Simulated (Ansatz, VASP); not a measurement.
# Mg3Co: VASP beside Ansatz

```xyz
4
Lattice="0.0000 3.3106 3.3106 3.3106 0.0000 3.3106 3.3106 3.3106 0.0000" Properties=species:S:1:pos:R:3 pbc="T T T"
Mg    1.6553    1.6553    1.6553
Mg    3.3106    3.3106    3.3106
Mg    4.9659    4.9659    4.9659
Co    0.0000    0.0000    0.0000
```

Alike in both runs: functional RPBE; k mesh 6 × 6 × 6; collinear spin.

Ansatz relaxed the structure, and its values are those at the end. VASP's run is a single point on that final structure, the one shown.

|  | VASP | Ansatz |
| --- | --- | --- |
| version | VASP 6.6.1 | Ansatz 0.2.0 |
| potentials or method | VASP PAW PBE potentials, release 64 (Mg, Co), cutoff 600 eV | plane waves, PAW |
| occupations | fermi-dirac, width 0.1 eV | fermi-dirac |
| valence electrons in the cell | 15 | 47 |

|  | VASP | Ansatz | Ansatz less VASP |
| --- | --- | --- | --- |
| pressure (GPa) | -0.2 | 0.0 | +0.23 |
| net moment per atom (μB) | 0.18 | 0.19 | +0.006 |
| size of the moment on the site where the two differ most (μB) | 0.87 | 0.91 | +0.040 |

VASP's potentials were made for PBE, not for RPBE. Site moments also hang on the region over which each program counts them. VASP's potentials hold 15 valence electrons a cell and Ansatz's 47, so a difference there can come from the potentials and not from the codes.
